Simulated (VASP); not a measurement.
Crystal: Ge3Pd.

```xyz
4
Lattice="3.5824 0.0000 0.0000 0.0000 3.5824 0.0000 0.0000 0.0000 5.6018" Properties=species:S:1:pos:R:3 pbc="T T T"
Ge    0.0000    0.0000    2.8009
Ge    1.7912    1.7912    0.0000
Ge    1.7912    1.7912    2.8009
Pd    0.0000    0.0000    0.0000
```

The cell was generated, and may not be a known phase.

| Quantity | Value |
| --- | --- |
| Program | VASP 6.6.1 |
| Task | relaxation of cell and atoms |
| Functional | PBE |
| Potentials or basis | VASP PAW PBE potentials, release 64 (Ge_d, Pd) |
| Cutoff | 600 eV |
| k mesh | 6 × 6 × 4 |
| Occupations | gaussian, width 0.1 eV |
| Spin | no spin polarisation |

At the start: pressure 4.7 GPa; volume 17.97 Å³/atom.

Problem. How do energy, volume and symmetry change on relaxing?

Solution. Over 5 steps the energy falls by 44.0 meV/atom and the volume is 18.49 Å³/atom (+2.9 %); space group P4/mmm (No. 123, to 0.1 Å) before and after.

The path:
| step | energy change (eV) | largest force (eV/Å) | pressure (GPa) | volume (Å³) |
| --- | --- | --- | --- | --- |
| 1 | 0.0000 | 0.0000 | 4.69 | 71.89 |
| 2 | -0.1387 | 0.0000 | -3.11 | 77.39 |
| 3 | -0.1478 | 0.0000 | -1.83 | 76.18 |
| 4 | -0.1743 | 0.0000 | -0.37 | 74.52 |
| 5 | -0.1759 | 0.0000 | 0.13 | 73.96 |

Final structure:
```
CELL_PARAMETERS angstrom
3.71892 0.00000 0.00000
0.00000 3.71892 0.00000
0.00000 0.00000 5.34735
ATOMIC_POSITIONS crystal
Ge 0.00000 0.00000 0.50000
Ge 0.50000 0.50000 0.00000
Ge 0.50000 0.50000 0.50000
Pd 0.00000 0.00000 0.00000
```
